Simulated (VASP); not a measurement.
# Ru (P-3m1) in VASP: single point with PBEsol

Aim: the single point of Ru with PBEsol.

Everything below comes from runs of VASP 6.6.1. Logs are shortened: lines on timing, memory, paths and dates and some standing lists are left out, and cuts for length are marked.

## Step 1: The cell of the first run

The structure is trigonal, space group P-3m1 (No. 164). The conventional cell has a = 2.706 Å, b = 2.706 Å, c = 4.282 Å, α = 90.00°, β = 90.00°, γ = 120.00°. Within 3.3 Å of Ru (site symmetry 3m) lie 12 Ru at 2.49 to 2.81 Å.

## Step 2: Single point, PBEsol (atom 1 (Ru) moved by (+0.000, -0.200) A along y and z)

INCAR reads:

```
ALGO = Fast
EDIFF = 1E-6
ENCUT = 520
GGA = PS
ISIF = 2
ISMEAR = 0
LASPH = True
LCHARG = False
LREAL = False
LWAVE = False
NBANDS = 21
NELM = 60
PREC = Accurate
SIGMA = 0.15
```

KPOINTS reads:

```
k-points
0
Gamma
  24 24 12
```

POSCAR reads:

```
Ru
1.0
    2.7057993342      0.0000000000      0.0000000000
   -1.3528996671      2.3432909610      0.0000000000
    0.0000000000      0.0000000000      4.2819000000
Ru
2
Direct
    0.3333333333      0.6666666667      0.2032917630
    0.6666666667      0.3333333333      0.7500000000
```

Potentials or basis: VASP PAW PBE potentials, release 64 (Ru_pv).

Launch:

```console
cat potpaw_PBE.64/Ru_pv/POTCAR > POTCAR
mpirun -np 1 vasp_std > vasp.out
```

OUTCAR:

```text
EDIFF = 1E-6
   ENCUT = 520
   GGA = PS
   ISIF = 2
   ISMEAR = 0
   LASPH = True
   LREAL = False
   NELM = 60
   PREC = Accurate

 ion  position               nearest neighbor table
   1  0.333  0.667  0.203-   2 2.49   2 2.49   2 2.49   2 2.81   2 2.81   2 2.81
   2  0.667  0.333  0.750-   1 2.49   1 2.49   1 2.49   1 2.81   1 2.81   1 2.81

  LATTYP: Found a hexagonal cell.
 ALAT       =     2.7057993342
 C/A-ratio  =     1.5824898565

  Lattice vectors:

 A1 = (   2.7057993342,   0.0000000000,   0.0000000000)
 A2 = (  -1.3528996671,   2.3432909610,   0.0000000000)
 A3 = (   0.0000000000,   0.0000000000,   4.2819000000)

Analysis of symmetry for initial positions (statically):
=====================================================================
 Subroutine PRICEL returns:
 Original cell was already a primitive cell.

 Routine SETGRP: Setting up the symmetry group for a
 hexagonal supercell.

 Subroutine GETGRP returns: Found 12 space group operations
 (whereof  6 operations were pure point group operations)
 out of a pool of 24 trial point group operations.

The static configuration has the point symmetry C_3v.
 The point group associated with its full space group is D_3d.

Analysis of symmetry for dynamics (positions and initial velocities):
=====================================================================
 Subroutine PRICEL returns:
 Original cell was already a primitive cell.

 Routine SETGRP: Setting up the symmetry group for a
 hexagonal supercell.

 Subroutine GETGRP returns: Found 12 space group operations
 (whereof  6 operations were pure point group operations)
 out of a pool of 24 trial point group operations.

The dynamic configuration has the point symmetry C_3v.
 The point group associated with its full space group is D_3d.

 Subroutine INISYM returns: Found 12 space group operations
 (whereof  6 operations are pure point group operations),
 and found     1 'primitive' translations

----------------------------------------------------------------------------------------

                                     Primitive cell

  volume of cell :      27.1493

  direct lattice vectors                    reciprocal lattice vectors
     2.705799334  0.000000000  0.000000000     0.369576556  0.213375124  0.000000000
    -1.352899667  2.343290961  0.000000000     0.000000000  0.426750249  0.000000000
     0.000000000  0.000000000  4.281900000     0.000000000  0.000000000  0.233541185

  length of vectors
     2.705799334  2.705799334  4.281900000     0.426750249  0.426750249  0.233541185

  position of ions in fractional coordinates (direct lattice)
     0.333333333  0.666666667  0.203291763
     0.666666667  0.333333333  0.750000000

  ion indices of the primitive-cell ions
   primitive index   ion index
                 1           1
                 2           2

----------------------------------------------------------------------------------------

 KPOINTS: k-points

Automatic generation of k-mesh.
 Grid dimensions read from file:
 generate k-points for:   24   24   12

 Generating k-lattice:

  Cartesian coordinates                     Fractional coordinates (reciprocal lattice)
     0.015399023  0.008890630  0.000000000     0.041666667  0.000000000  0.000000000
     0.000000000  0.017781260  0.000000000     0.000000000  0.041666667  0.000000000
     0.000000000  0.000000000  0.019461765     0.000000000  0.000000000  0.083333333

  Length of vectors
     0.017781260  0.017781260  0.019461765

  Shift w.r.t. Gamma in fractional coordinates (k-lattice)
     0.000000000  0.000000000  0.000000000

 Subroutine IBZKPT returns following result:
 ===========================================

 Found    667 irreducible k-points:

 Following reciprocal coordinates:
            Coordinates               Weight
  0.000000  0.000000  0.000000      1.000000
  0.041667  0.000000  0.000000      6.000000
  0.083333  0.000000  0.000000      6.000000
  0.125000  0.000000  0.000000      6.000000
  0.166667  0.000000  0.000000      6.000000
  0.208333 -0.000000  0.000000      6.000000
[... 16 lines left out ...]
  0.416667  0.041667  0.000000     12.000000
  0.458333  0.041667  0.000000     12.000000
 [... further k-points ...]
   k-points           NKPTS =    667   k-points in BZ     NKDIM =    667   number of bands    NBANDS=     21
   number of dos      NEDOS =    301   number of ions     NIONS =      2
   total plane-waves  NPLWV =  12800
   dimension x,y,z NGX =    20 NGY =   20 NGZ =   32
   dimension x,y,z NGXF=    40 NGYF=   40 NGZF=   64
   ions per type =               2
   NGX,Y,Z   is equivalent  to a cutoff of  12.29, 12.29, 12.42 a.u.
   NGXF,Y,Z  is equivalent  to a cutoff of  24.58, 24.58, 24.85 a.u.
 SYSTEM =  unknown system
   PREC   = accura    normal or accurate (medium, high low for compatibility)
   ISTART =      0    job   : 0-new  1-cont  2-samecut
   ICHARG =      2    charge: 1-file 2-atom 10-const
   ISPIN  =      1    spin polarized calculation?
   LNONCOLLINEAR =      F non collinear calculations
   LSORBIT =      F    spin-orbit coupling
   LASPH  =      T    aspherical Exc in radial PAW
   ENCUT  =  520.0 eV  38.22 Ry    6.18 a.u.   5.03  5.03  7.96*2*pi/ulx,y,z
   NELM   =     60;   NELMIN=  2; NELMDL= -5     # of ELM steps
   EDIFF  = 0.1E-05   stopping-criterion for ELM
   LREAL  =      F    real-space projection
   EDIFFG = 0.1E-04   stopping-criterion for IOM
   NSW    =      0    number of steps for IOM
   IBRION =     -1    ionic relax: 0-MD 1-quasi-New 2-CG
   NFREE  =      0    steps in history (QN), initial steepest desc. (CG)
   ISIF   =      2    stress and relaxation
   ISYM   =      2    0-nonsym 1-usesym 2-fastsym
   POTIM  = 0.5000    time-step for ionic-motion
   TEBEG  =    0.0;   TEEND  =   0.0 temperature during run
   PSTRESS=    0.0 pullay stress
   NELECT =      28.0000    total number of electrons
   NUPDOWN=      -1.0000    fix difference up-down
   EMIN   =  10.00;   EMAX   =-10.00  energy-range for DOS
   EFERMI =   0.00;   METHOD = LEGACY
   ISMEAR =     0;   SIGMA  =   0.15  broadening in eV -4-tet -1-fermi 0-gaus
   EFERMI_NEDOS =   21; number of points for ismear=-14 and -15
   IALGO  =     68    algorithm
   IMIX   =      4    mixing-type and parameters
     AMIX     =   0.40;   BMIX     =  1.00
     AMIX_MAG =   1.60;   BMIX_MAG =  1.00
  volume/ion in A,a.u.               =      13.57        91.61
  Fermi-wavevector in a.u.,A,eV,Ry     =   1.654022  3.125649 37.222686  2.735790
  Thomas-Fermi vector in A             =   2.742361
   LORBIT       =      0    0 simple, 1 ext, 2 COOP (PROOUT), +10 PAW based schemes
   GGA     = PS    functional components
   LHFCALC =     F    Hartree Fock is set to
   AEXX    =    0.0000 exact exchange contribution
   IVDW    =     0    specifies the selected vdW correction
   LEPSILON=     F    determine dielectric tensor
   LRPA    =     F    only Hartree local field effects (RPA)
 non-spin polarized calculation
 RMM-DIIS sequential band-by-band and
 Gauss-broadening in eV      SIGMA  =   0.15
  energy-cutoff  :      520.00
  volume of cell :       27.15
 maximum number of plane-waves:       756
   NGX =  9   NGY =  9   NGZ = 15

 number of electron      28.0000008 magnetization

 Free energy of the ion-electron system (eV)
  ---------------------------------------------------
  ext. energy  EPLUGINS =         0.00000000
  ---------------------------------------------------
  free energy    TOTEN  =       -20.09193755 eV

  energy without entropy =      -20.07187161  energy(sigma->0) =      -20.08190458

 E-fermi :  12.7671     XC(G=0): -14.2538

 val. band max:       12.7669266021   @ k =   0.4583   0.0833   0.3333
 cond. band min:      12.7683662757   @ k =   0.0833   0.0000   0.4167
 fundamental gap:      0.0014396737
 Fermi energy:        12.7670838548

 k-point     1 :       0.0000    0.0000    0.0000
  band No.  band energies     occupation
      1     -30.9761      2.00000
      2     -29.9922      2.00000
      3     -29.9922      2.00000
      4     -29.7683      2.00000
      5     -29.7683      2.00000
      6     -29.7030      2.00000
[... 13 lines left out ...]
     20      23.0125      0.00000
     21      23.0297      0.00000

 k-point     2 :       0.0417    0.0000    0.0000
  band No.  band energies     occupation
      1     -30.9704      2.00000
      2     -30.0078      2.00000
      3     -29.9969      2.00000
      4     -29.7813      2.00000
      5     -29.7698      2.00000
      6     -29.7035      2.00000
[... 13 lines left out ...]
     20      23.0124      0.00000
     21      23.0299      0.00000

 k-point     3 :       0.0833    0.0000    0.0000
  band No.  band energies     occupation
      1     -30.9536      2.00000
      2     -30.0521      2.00000
      3     -30.0104      2.00000
      4     -29.8189      2.00000
      5     -29.7743      2.00000
      6     -29.7062      2.00000
[... 13 lines left out ...]
     20      23.0124      0.00000
     21      23.0307      0.00000

 k-point     4 :       0.1250    0.0000    0.0000
  band No.  band energies     occupation
      1     -30.9266      2.00000
      2     -30.1199      2.00000
      3     -30.0315      2.00000
      4     -29.8779      2.00000
      5     -29.7817      2.00000
      6     -29.7136      2.00000
[... 13 lines left out ...]
     20      23.0124      0.00000
     21      23.0315      0.00000

 k-point     5 :       0.1667    0.0000    0.0000
  band No.  band energies     occupation
      1     -30.8910      2.00000
      2     -30.2053      2.00000
      3     -30.0583      2.00000
      4     -29.9527      2.00000
      5     -29.7919      2.00000
      6     -29.7276      2.00000
[... 13 lines left out ...]
     20      23.0123      0.00000
     21      23.0319      0.00000
[... 382 lines left out ...]
     20      23.0077      0.00000
     21      23.7848      0.00000

 k-point    22 :       0.3750    0.0417    0.0000
  band No.  band energies     occupation
      1     -30.7416      2.00000
      2     -30.6654      2.00000
      3     -30.2907      2.00000
      4     -30.2149      2.00000
      5     -29.9166      2.00000
      6     -29.8714      2.00000
[... 13 lines left out ...]
     20      24.0764      0.00000
     21      26.3686      0.00000

 k-point    23 :       0.4167    0.0417    0.0000
  band No.  band energies     occupation
      1     -30.7755      2.00000
      2     -30.6813      2.00000
      3     -30.2811      2.00000
      4     -30.2337      2.00000
      5     -29.9530      2.00000
      6     -29.8797      2.00000
[... 13 lines left out ...]
     20      24.8166      0.00000
     21      25.8497      0.00000

 k-point    24 :       0.4583    0.0417    0.0000
  band No.  band energies     occupation
      1     -30.7970      2.00000
      2     -30.6887      2.00000
      3     -30.2662      2.00000
      4     -30.2462      2.00000
      5     -29.9758      2.00000
      6     -29.8840      2.00000
[... 13 lines left out ...]
     20      25.4891      0.00000
     21      25.6297      0.00000

 [... further k-points ...]

------------------------ aborting loop because EDIFF is reached ----------------------------------------

  FORCE on cell =-STRESS in cart. coord.  units (eV):
  Direction    XX          YY          ZZ          XY          YZ          ZX
  --------------------------------------------------------------------------------------
  -------------------------------------------------------------------------------------
  Total       -0.3024768     -0.3024768      1.2308967      0.0000000      0.0000000      0.0000000
  in kB      -17.8502524    -17.8502524     72.6396689      0.0000000      0.0000000      0.0000000
  external PRESSURE =      12.3130547 kB  Pullay stress =       0.0000000 kB

 VOLUME and BASIS-vectors are now :
 -----------------------------------------------------------------------------
  energy-cutoff  :      520.00
  volume of cell :       27.15
      direct lattice vectors                 reciprocal lattice vectors
     2.705799334  0.000000000  0.000000000     0.369576556  0.213375124  0.000000000
    -1.352899667  2.343290961  0.000000000     0.000000000  0.426750249  0.000000000
     0.000000000  0.000000000  4.281900000     0.000000000  0.000000000  0.233541185

 POSITION                                       TOTAL-FORCE (eV/Angst)
 -----------------------------------------------------------------------------------
     -0.00000      1.56219      0.87047         0.000000     -0.000000      2.641159
      1.35290      0.78110      3.21143        -0.000000      0.000000     -2.641159
 -----------------------------------------------------------------------------------
    total drift:                               -0.000000      0.000000     -0.000004

  FREE ENERGIE OF THE ION-ELECTRON SYSTEM (eV)
  ---------------------------------------------------
  free  energy   TOTEN  =       -20.0919375474 eV

  energy  without entropy=      -20.0718716141  energy(sigma->0) =      -20.08190458
```

It took 2.4 min on 1 thread of AMD EPYC 9R45 (Zen 5), shared host; peak memory 0.35 GiB.

Results:

```yaml
Free_energy: -20.0919 eV
Pressure: 1.2 GPa
Largest_force: 2.641 eV/Å
Band_gap_on_the_k_mesh: zero (bands 14 and 15 overlap by 2.81 eV)
```

Forces on the atoms (eV/Å):
```
Ru   0.000  0.000  2.641
Ru   0.000  0.000 -2.641
```

Caveat: the cell differs from its parent crystal (atom 1 (Ru) moved by (+0.000, -0.200) A along y and z); the stress differs along the axes, from -2 to 7 GPa; the PAW data sets were made with another functional, which shifts forces and pressure a little.
